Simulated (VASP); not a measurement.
Here is a VASP 6.6.1 calculation.

File INCAR:

```
SYSTEM = Al4Si
  ALGO = Normal
  DIPOL = 0.5 0.5 0.500
  EDIFF = 1E-6
  ENCUT = 520
  GGA = PE
  IDIPOL = 3
  ISIF = 2
  ISMEAR = -1
  LASPH = .TRUE.
  LCHARG = .FALSE.
  LDIPOL = .TRUE.
  LREAL = .FALSE.
  LWAVE = .FALSE.
  NBANDS = 16
  NELM = 80
  PREC = Accurate
  SIGMA = 0.08
```

Contents of KPOINTS:

```
k-points
0
G
  14 14 1
  0 0 0
```

Contents of POSCAR:

```
Al4Si
1.0
    2.8574853682      0.0000000000      0.0000000000
    0.0000000000      2.8574853682      0.0000000000
    0.0000000000      0.0000000000     24.0822000000
Si Al
1 4
Direct
    0.0000000000      0.0000000000      0.3291663618
    0.5000000000      0.5000000000      0.4144188660
    0.0000000000      0.0000000000      0.4999999984
    0.5000000000      0.5000000000      0.5855811344
    0.0000000000      0.0000000000      0.6708336395
```

Potentials or basis: VASP PAW PBE potentials, release 64 (Si, Al).

Command:

```sh
$ cat potpaw_PBE.64/Si/POTCAR potpaw_PBE.64/Al/POTCAR > POTCAR
$ mpirun -np 1 vasp_std > vasp.out
```

Problem. What does it give for the largest force?

Solution. 0.620 eV/Å.

Problem. Estimate the band gap on the k mesh.

Solution. Zero (bands 8 and 9 overlap by 4.21 eV).

Forces on the atoms (eV/Å):
```
Si   0.000  0.000  0.620
Al   0.000  0.000 -0.472
Al   0.000  0.000 -0.089
Al   0.000  0.000 -0.071
Al   0.000  0.000  0.012
```
